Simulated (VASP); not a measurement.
Runs of VASP 6.6.1 on Ca. Symmetry: Cmce, No. 64, orthorhombic system. The conventional cell has a = 6.926 Å, b = 7.339 Å, c = 7.009 Å, α = 90.00°, β = 90.00°, γ = 90.00°. Ca (site symmetry m) has 14 Ca at 3.54 to 5.05 Å within 5.1 Å. 

| smearing | gap on the mesh (eV) | pressure (GPa) | largest force (eV/Å) |
| --- | --- | --- | --- |
| fermi-dirac 0.05 eV | none | -0.7 | 0.04 |
| fermi-dirac 0.2 eV | none | (a) | 0.05 |
| fermi-dirac 0.3 eV | none | -0.5 | 0.06 |
| fermi-dirac 0.1 eV | none | -0.7 | 0.04 |

Alike in all rows: task single point; level PBEsol; potentials or basis VASP PAW PBE potentials, release 64 (Ca_sv); no spin polarisation; cell as given; k mesh 5 × 5 × 4; cutoff (eV) 520.

Question: Estimate the missing entries.

Answer: (a) -0.6.

Caveats: the PAW data sets were made with another functional, which shifts forces and pressure a little; so wide a smearing shifts energies and pressures (at least some runs).

A gap of «none» marks levels without a gap at the run's occupations.
